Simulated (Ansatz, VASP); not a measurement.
## One calculation of MgS, two programs

File POSCAR:

```
MgS
1.0
    0.0000000000      2.8331200450      2.8331200450
    2.8331200450      0.0000000000      2.8331200450
    2.8331200450      2.8331200450      0.0000000000
S Mg
1 1
Direct
    0.7500000000      0.7500000000      0.7500000000
    0.0000000000      0.0000000000      0.0000000000
```

INCAR.step1

```
ALGO = Normal
EDIFF = 1E-5
ENCUT = 580
GGA = PE
GGA_COMPAT = F
ISIF = 2
ISMEAR = 0
LASPH = T
LCHARG = F
LREAL = F
LWAVE = T
NBANDS = 11
NELM = 120
PREC = Accurate
SIGMA = 0.01
```

Contents of INCAR.step2:

```
AEXX = 0.1
ALGO = Normal
EDIFF = 1E-6
ENCUT = 580
GGA_COMPAT = F
ISIF = 2
ISMEAR = 0
ISTART = 1
IVDW = 12
LASPH = T
LCHARG = F
LHFCALC = T
LMIXTAU = T
LREAL = F
LWAVE = F
METAGGA = R2SCAN
NBANDS = 11
NELM = 120
PREC = Accurate
PRECFOCK = Normal
SIGMA = 0.01
VDW_A1 = 0.4709
VDW_A2 = 5.9157
VDW_S6 = 1.0
VDW_S8 = 1.1236
```

KPOINTS

```
k-points
0
Gamma
  4 4 4
```

File input.yaml:

```yaml
crystal:
  lattice: { a: 5.66624009, b: 5.66624009, c: 5.66624009, alpha: 90.0, beta: 90.0, gamma: 90.0 }
  space_group: 216
  reduce_to_primitive: true
  atoms:
    - { symbol: S, wyckoff: "4d", position: [0.25, 0.25, 0.75] }
    - { symbol: Mg, wyckoff: "4a", position: [0.0, 0.0, 0.0] }
hamiltonian:
  xc: r2scanh
  pseudopotentials: { kind: nc }
  dispersion: d3bj
kpoints:
  mp_grid: { grid: [4, 4, 4] }
  band_path:
    path:
      - [[0.0, 0.0, 0.0], [0.5, 0.0, 0.5], [0.5, 0.25, 0.75], [0.375, 0.375, 0.75], [0.0, 0.0, 0.0], [0.5, 0.5, 0.5], [0.625, 0.25, 0.625], [0.5, 0.25, 0.75], [0.5, 0.5, 0.5], [0.375, 0.375, 0.75]]
      - [[0.625, 0.25, 0.625], [0.5, 0.0, 0.5]]
    npoints: 4
scf:
  occupations: { method: fixed }
  n_extra_bands: 6
output:
  forces: true
  stress: true
  eigenvalues: true
  fatbands: false
```

Alike in both runs: functional r2SCANh; dispersion D3(BJ); k mesh 4 × 4 × 4; no spin polarisation.

|  | VASP | Ansatz |
| --- | --- | --- |
| version | VASP 6.6.1 | Ansatz 0.2.0 |
| potentials or method | VASP PAW PBE potentials, release 64 (S, Mg) | Ansatz NC |
| plane-wave cutoff (eV) | 580 | 1143 |
| occupations | gaussian, width 0.01 eV | fixed |
| valence electrons in the cell | 8 | 16 |
| task | single point | band structure |

Ansatz gave:

* gap on the k mesh at the Fermi level (eV): 4.74
* least direct gap on the mesh (eV): 4.74
* pressure (GPa): -1.2

Task: What did VASP give for the same quantities?

Result: gap on the k mesh at the Fermi level (eV): 4.71; least direct gap on the mesh (eV): 4.71; pressure (GPa): -1.6.

VASP's potentials were made for PBE, not for r2SCANh. VASP's potentials hold 8 valence electrons a cell and Ansatz's 16, so a difference there can come from the potentials and not from the codes.

The k mesh is coarse, so the values compare programs but aren't converged.
